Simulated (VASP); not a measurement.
# ZrSi2 (Cmcm) in VASP: a series of runs

Runs on ZrSi2. Level: PBE+D4. Tasks: relaxation of shape and atoms at fixed volume.

Program: VASP 6.6.1. These are calculated values, not measurements. Logs are shortened: lines on timing, memory, paths and dates and some standing lists are left out, and cuts for length are marked.

## (1) The cell of the first run

It takes space group Cmcm (No. 63, orthorhombic). The conventional cell has a = 3.643 Å, b = 14.332 Å, c = 3.610 Å, α = 90.00°, β = 90.00°, γ = 90.00°. Within 3.7 Å of Zr (site symmetry m2m) lie 10 Si at 2.66 to 2.91 Å and 6 Zr at 3.49 to 3.64 Å. Within 3.2 Å of Si (site symmetry m2m) lie 2 Si at 2.39 Å and 6 Zr at 2.66 to 2.91 Å. Si (site symmetry m2m) has 8 Si at 2.56 to 3.34 Å and 4 Zr at 2.76 to 2.77 Å within 3.4 Å.

## (2) Relaxation of shape and atoms at fixed volume, PBE+D4 (15.71 Å³/atom)

INCAR

```
ALGO     = Normal         # electronic algorithm
EDIFF    = 1E-7           # SCF threshold, eV
EDIFFG   = -0.01          # ionic threshold
ENCUT    = 600            # plane-wave cutoff, eV
GGA      = PE             # functional
IBRION   = 2              # ionic algorithm
ISIF     = 4              # what is computed and relaxed
ISMEAR   = 0              # smearing method
IVDW     = 13             # dispersion correction
LASPH    = T              # aspherical terms in the spheres
LCHARG   = F              # write CHGCAR
LREAL    = F              # projectors in reciprocal space
LWAVE    = F              # write WAVECAR
NELM     = 100            # most SCF steps
NSW      = 60             # ionic steps
PREC     = Accurate       # precision mode
SIGMA    = 0.05           # smearing width, eV
```

KPOINTS

```
k-points
0
Gamma
  6 6 6
```

POSCAR

```
ZrSi2
1.0
    1.8216456810     -7.1658846566      0.0000000000
    1.8216456810      7.1658846566      0.0000000000
    0.0000000000      0.0000000000      3.6096710850
Zr Si
2 4
Direct
    0.6042522304      0.3957477696      0.2500000000
    0.3957477696      0.6042522304      0.7500000000
    0.9454956360      0.0545043640      0.2500000000
    0.0545043640      0.9454956360      0.7500000000
    0.2499883051      0.7500116949      0.2500000000
    0.7500116949      0.2499883051      0.7500000000
```

Potentials or basis: VASP PAW PBE potentials, release 64 (Zr_sv, Si).

On the command line:

```sh
$ cat potpaw_PBE.64/Zr_sv/POTCAR potpaw_PBE.64/Si/POTCAR > POTCAR
$ mpirun -np 1 vasp_std > vasp.out
```

OUTCAR:

```text
EDIFF = 1E-7
   EDIFFG = -0.01
   ENCUT = 600
   GGA = PE
   IBRION = 2
   ISIF = 4
   ISMEAR = 0
   IVDW = 13
   LASPH = T
   LREAL = F
   NELM = 100
   NSW = 60
   PREC = Accurate

 ion  position               nearest neighbor table
   1  0.604  0.396  0.250-   4 2.66   4 2.66   4 2.66   4 2.66   6 2.76   6 2.76   5 2.77   5 2.77
                             3 2.91   3 2.91   2 3.49   2 3.49
   2  0.396  0.604  0.750-   3 2.66   3 2.66   3 2.66   3 2.66   5 2.76   5 2.76   6 2.77   6 2.77
                             4 2.91   4 2.91   1 3.49   1 3.49
   3  0.945  0.055  0.250-   4 2.39   4 2.39   2 2.66   2 2.66   2 2.66   2 2.66   1 2.91   1 2.91

   4  0.055  0.945  0.750-   3 2.39   3 2.39   1 2.66   1 2.66   1 2.66   1 2.66   2 2.91   2 2.91

   5  0.250  0.750  0.250-   6 2.56   6 2.56   6 2.56   6 2.56   2 2.76   2 2.76   1 2.77   1 2.77

   6  0.750  0.250  0.750-   5 2.56   5 2.56   5 2.56   5 2.56   1 2.76   1 2.76   2 2.77   2 2.77

  LATTYP: Found a base centered orthorhombic cell.
 ALAT       =     3.6432913620
 B/A-ratio  =     3.9337422921
 C/A-ratio  =     0.9907720043

  Lattice vectors:

 A1 = (   1.8216456810,  -7.1658846566,   0.0000000000)
 A2 = (   1.8216456810,   7.1658846566,   0.0000000000)
 A3 = (   0.0000000000,   0.0000000000,   3.6096710850)

Analysis of symmetry for initial positions (statically):
=====================================================================
 Subroutine PRICEL returns:
 Original cell was already a primitive cell.

 Routine SETGRP: Setting up the symmetry group for a
 base centered orthorhombic supercell.

 Subroutine GETGRP returns: Found  8 space group operations
 (whereof  4 operations were pure point group operations)
 out of a pool of  8 trial point group operations.

The static configuration has the point symmetry C_2h.
 The point group associated with its full space group is D_2h.

Analysis of symmetry for dynamics (positions and initial velocities):
=====================================================================
 Subroutine PRICEL returns:
 Original cell was already a primitive cell.

 Routine SETGRP: Setting up the symmetry group for a
 base centered orthorhombic supercell.

 Subroutine GETGRP returns: Found  8 space group operations
 (whereof  4 operations were pure point group operations)
 out of a pool of  8 trial point group operations.

The dynamic configuration has the point symmetry C_2h.
 The point group associated with its full space group is D_2h.

 Subroutine INISYM returns: Found  8 space group operations
 (whereof  4 operations are pure point group operations),
 and found     1 'primitive' translations

----------------------------------------------------------------------------------------

                                     Primitive cell

  volume of cell :      94.2391

  direct lattice vectors                    reciprocal lattice vectors
     1.821645681 -7.165884657  0.000000000     0.274477087 -0.069775056  0.000000000
     1.821645681  7.165884657  0.000000000     0.274477087  0.069775056  0.000000000
[... 86 lines left out ...]
   ICHARG =      2    charge: 1-file 2-atom 10-const
   ISPIN  =      1    spin polarized calculation?
   LNONCOLLINEAR =      F non collinear calculations
   LSORBIT =      F    spin-orbit coupling
   LASPH  =      T    aspherical Exc in radial PAW
   ENCUT  =  600.0 eV  44.10 Ry    6.64 a.u.  14.77 14.77  7.21*2*pi/ulx,y,z
   NELM   =    100;   NELMIN=  2; NELMDL= -5     # of ELM steps
   EDIFF  = 0.1E-06   stopping-criterion for ELM
   LREAL  =      F    real-space projection
   EDIFFG = -.1E-01   stopping-criterion for IOM
   NSW    =     60    number of steps for IOM
   IBRION =      2    ionic relax: 0-MD 1-quasi-New 2-CG
   NFREE  =      1    steps in history (QN), initial steepest desc. (CG)
   ISIF   =      4    stress and relaxation
   ISYM   =      2    0-nonsym 1-usesym 2-fastsym
   POTIM  = 0.5000    time-step for ionic-motion
   TEBEG  =    0.0;   TEEND  =   0.0 temperature during run
   PSTRESS=    0.0 pullay stress
   NELECT =      40.0000    total number of electrons
   NUPDOWN=      -1.0000    fix difference up-down
   EMIN   =  10.00;   EMAX   =-10.00  energy-range for DOS
   EFERMI =   0.00;   METHOD = LEGACY
   ISMEAR =     0;   SIGMA  =   0.05  broadening in eV -4-tet -1-fermi 0-gaus
   EFERMI_NEDOS =   21; number of points for ismear=-14 and -15
   IALGO  =     38    algorithm
   IMIX   =      4    mixing-type and parameters
     AMIX     =   0.40;   BMIX     =  1.00
     AMIX_MAG =   1.60;   BMIX_MAG =  1.00
  volume/ion in A,a.u.               =      15.71       105.99
  Fermi-wavevector in a.u.,A,eV,Ry     =   1.230319  2.324966 20.594931  1.513685
  Thomas-Fermi vector in A             =   2.365172
   LORBIT       =      0    0 simple, 1 ext, 2 COOP (PROOUT), +10 PAW based schemes
   GGA     = PE    functional components
   LHFCALC =     F    Hartree Fock is set to
   AEXX    =    0.0000 exact exchange contribution
   IVDW    =    13    specifies the selected vdW correction
   LEPSILON=     F    determine dielectric tensor
   LRPA    =     F    only Hartree local field effects (RPA)
 conjugate gradient relaxation of ions
 non-spin polarized calculation
 Gauss-broadening in eV      SIGMA  =   0.05
  energy-cutoff  :      600.00
  volume of cell :       94.24
 maximum number of plane-waves:      3172
   NGX = 29   NGY = 29   NGZ = 15

--------------------------------------- Ionic step        1  -------------------------------------------

 number of electron      39.9999999 magnetization

 Free energy of the ion-electron system (eV)
  ---------------------------------------------------
  ext. energy  EPLUGINS =         0.00000000
  ---------------------------------------------------
  free energy    TOTEN  =       -42.52069247 eV

  energy without entropy =      -42.51823641  energy(sigma->0) =      -42.51946444

------------------------ aborting loop because EDIFF is reached ----------------------------------------

  DFT-D4 for vdW energy calculation

  Edisp (eV):   -2.27554
[... 123 lines left out ...]
--------------------------------------- Ionic step        4  -------------------------------------------

 number of electron      40.0000000 magnetization

 Free energy of the ion-electron system (eV)
  ---------------------------------------------------
  ext. energy  EPLUGINS =         0.00000000
  ---------------------------------------------------
  free energy    TOTEN  =       -42.52143795 eV

  energy without entropy =      -42.51882612  energy(sigma->0) =      -42.52013204

 E-fermi :  10.9197     XC(G=0): -11.5534

 val. band max:       10.9029961490   @ k =   0.3333   0.3333   0.1667
 cond. band min:      10.9431835894   @ k =  -0.3333   0.1667   0.1667
 fundamental gap:      0.0401874404
 Fermi energy:        10.9197395713

 k-point     1 :       0.0000    0.0000    0.0000
  band No.  band energies     occupation
      1     -37.7258      2.00000
      2     -37.7055      2.00000
      3     -16.0457      2.00000
      4     -15.8646      2.00000
      5     -15.8309      2.00000
      6     -15.8107      2.00000
[... 637 lines left out ...]
     23      12.5557      0.00000
     24      13.1996      0.00000

 [... further k-points ...]

------------------------ aborting loop because EDIFF is reached ----------------------------------------

  DFT-D4 for vdW energy calculation

  Edisp (eV):   -2.27553
[... 29 lines left out ...]
  FREE ENERGIE OF THE ION-ELECTRON SYSTEM (eV)
  ---------------------------------------------------
  free  energy   TOTEN  =       -44.7969667793 eV

  energy  without entropy=      -44.7943549434  energy(sigma->0) =      -44.79566086

 reached required accuracy - stopping structural energy minimisation
```

CONTCAR:

```text
ZrSi2
   1.00000000000000
     1.8230381684723780   -7.1486945904798338   -0.0000000000000000
     1.8230381684723780    7.1486945904798338    0.0000000000000000
     0.0000000000000000   -0.0000000000000000    3.6155872615987605
  Zr              Si
     2     4
Direct
     0.6040366922281850    0.3959633077718150    0.2500000000000000
     0.3959633077718150    0.6040366922281850    0.7500000000000000
     0.9450899061375564    0.0549100938624437    0.2500000000000000
     0.0549100938624437    0.9450899061375564    0.7500000000000000
     0.2499840478774778    0.7500159521225221    0.2500000000000000
     0.7500159521225221    0.2499840478774778    0.7500000000000000

  0.00000000E+00  0.00000000E+00  0.00000000E+00
  0.00000000E+00  0.00000000E+00  0.00000000E+00
  0.00000000E+00  0.00000000E+00  0.00000000E+00
  0.00000000E+00  0.00000000E+00  0.00000000E+00
  0.00000000E+00  0.00000000E+00  0.00000000E+00
  0.00000000E+00  0.00000000E+00  0.00000000E+00
```

It took 4.1 min on 1 thread of Intel Xeon 6975P-C (Granite Rapids), shared host; peak memory 0.4 GiB.

Results:

| Item | Value |
| --- | --- |
| Free energy | -44.7970 eV |
| Energy gained by relaxing | 0.1 meV/atom |
| Ionic steps | 4 |
| Pressure after relaxing | 5.8 GPa |
| Largest force after relaxing | 0.004 eV/Å |
| Band gap on the k mesh | zero (bands 20 and 21 overlap by 1.02 eV) |
| Dispersion energy per atom | -0.379 eV |

Forces on the atoms (eV/Å):
```
Zr   0.000 -0.003  0.000
Zr   0.000  0.003  0.000
Si   0.000  0.004  0.000
Si   0.000 -0.004  0.000
Si   0.000  0.000  0.000
Si   0.000  0.000  0.000
```

Step by step:
| step | energy change (eV) | largest force (eV/Å) | pressure (GPa) | volume (Å³) |
| --- | --- | --- | --- | --- |
| 1 | 0.0000 | 0.0525 | 5.93 | 94.24 |
| 2 | -0.0005 | 0.0323 | 5.86 | 94.24 |
| 3 | -0.0006 | 0.0221 | 5.82 | 94.24 |
| 4 | -0.0007 | 0.0042 | 5.80 | 94.24 |

Final structure:
```cif
data_structure
_symmetry_space_group_name_H-M 'P 1'
_symmetry_Int_Tables_number 1
_cell_length_a 7.3775
_cell_length_b 7.3775
_cell_length_c 3.6156
_cell_angle_alpha 90.000
_cell_angle_beta 90.000
_cell_angle_gamma 151.387
_cell_volume 94.24
loop_
_atom_site_label
_atom_site_type_symbol
_atom_site_fract_x
_atom_site_fract_y
_atom_site_fract_z
_atom_site_occupancy
Zr1 Zr 0.60404 0.39596 0.25000 1
Zr2 Zr 0.39596 0.60404 0.75000 1
Si1 Si 0.94509 0.05491 0.25000 1
Si2 Si 0.05491 0.94509 0.75000 1
Si3 Si 0.24998 0.75002 0.25000 1
Si4 Si 0.75002 0.24998 0.75000 1
```

## (3) Relaxation of shape and atoms at fixed volume, PBE+D4 (16.03 Å³/atom)

This run uses another cell than the first one, of 16.03 Å³/atom.

INCAR

```
PREC     = Accurate       # precision mode
ENCUT    = 600            # plane-wave cutoff, eV
EDIFF    = 1E-6           # SCF threshold, eV
ISMEAR   = 0              # smearing method
SIGMA    = 0.05           # smearing width, eV
LREAL    = F              # projectors in reciprocal space
LASPH    = T              # aspherical terms in the spheres
NELM     = 60             # most SCF steps
ALGO     = Normal         # electronic algorithm
ISIF     = 4              # what is computed and relaxed
LWAVE    = F              # write WAVECAR
LCHARG   = F              # write CHGCAR
GGA      = PE             # functional
IVDW     = 13             # dispersion correction
IBRION   = 2              # ionic algorithm
NSW      = 60             # ionic steps
EDIFFG   = -0.01          # ionic threshold
```

KPOINTS

```
Automatic mesh
0
Gamma
  6 6 6
```

POSCAR

```
ZrSi2
1.0
    1.8330264839     -7.2327182799      0.0000000000
    1.8330264839      7.2327182799      0.0000000000
    0.0000000000      0.0000000000      3.6281556143
Zr Si
2 4
Direct
    0.6045075734      0.3954924266      0.2500000000
    0.3954924266      0.6045075734      0.7500000000
    0.9459545136      0.0540454864      0.2500000000
    0.0540454864      0.9459545136      0.7500000000
    0.2500174410      0.7499825590      0.2500000000
    0.7499825590      0.2500174410      0.7500000000
```

Potentials or basis: VASP PAW PBE potentials, release 64 (Zr_sv, Si).

On the command line:

```sh
$ cat potpaw_PBE.64/Zr_sv/POTCAR potpaw_PBE.64/Si/POTCAR > POTCAR
$ mpirun -np 1 vasp_std > vasp.out
```

Run time: 4.5 min. Hardware: 1 thread of Intel Xeon 6975P-C (Granite Rapids), shared host; peak memory 0.4 GiB.

The run converged. Its results:

```yaml
Free_energy: -44.8497 eV
Energy_gained_by_relaxing: 0.1 meV/atom
Ionic_steps: 5
Pressure_after_relaxing: 2.8 GPa
Largest_force_after_relaxing: 0.007 eV/Å
Band_gap_on_the_k_mesh: zero (bands 20 and 21 overlap by 0.92 eV)
Dispersion_energy_per_atom: -0.372 eV
```

Forces in eV/Å, atoms in the order of the input:
```
Zr   0.000 -0.001  0.000
Zr   0.000  0.001  0.000
Si   0.000  0.007  0.000
Si   0.000 -0.007  0.000
Si   0.000  0.000  0.000
Si   0.000  0.000  0.000
```

Step by step:
```csv
step,energy change (eV),largest force (eV/Å),pressure (GPa),volume (Å³)
1,0.0000,0.0471,2.92,96.20
2,-0.0005,0.0278,2.84,96.20
3,-0.0006,0.0177,2.81,96.20
4,-0.0006,0.0190,2.81,96.20
5,-0.0007,0.0071,2.80,96.20
```

Final structure:
```
Zr Si
1.0
     1.83368   -7.21748    0.00000
     1.83368    7.21748    0.00000
     0.00000    0.00000    3.63452
Zr Si
2 4
Cartesian
  1.8337 -1.5052 0.9086
  1.8337 1.5052 2.7259
  1.8337 -6.4326 0.9086
  1.8337 6.4326 2.7259
  1.8337 3.6088 0.9086
  1.8337 -3.6088 2.7259
```

Levels at points of the mesh, in eV from the Fermi level:
```csv
k point,band 18,band 19,band 20,band 21,band 22,band 23
"(0.00, 0.00, 0.00)",-2.49,-2.43,-0.03,0.97,1.32,1.43
"(0.50, 0.00, 0.00)",-1.69,-0.97,-0.59,-0.55,0.91,0.95
"(0.50, 0.50, 0.00)",-2.03,-1.54,0.37,0.87,1.08,1.36
"(0.00, 0.00, 0.50)",-2.09,-0.17,-0.17,0.18,0.18,1.51
"(0.50, 0.00, 0.50)",-3.32,-2.33,-2.33,2.20,2.20,3.09
"(0.50, 0.50, 0.50)",-2.45,-1.06,-1.06,0.04,0.04,2.27
```
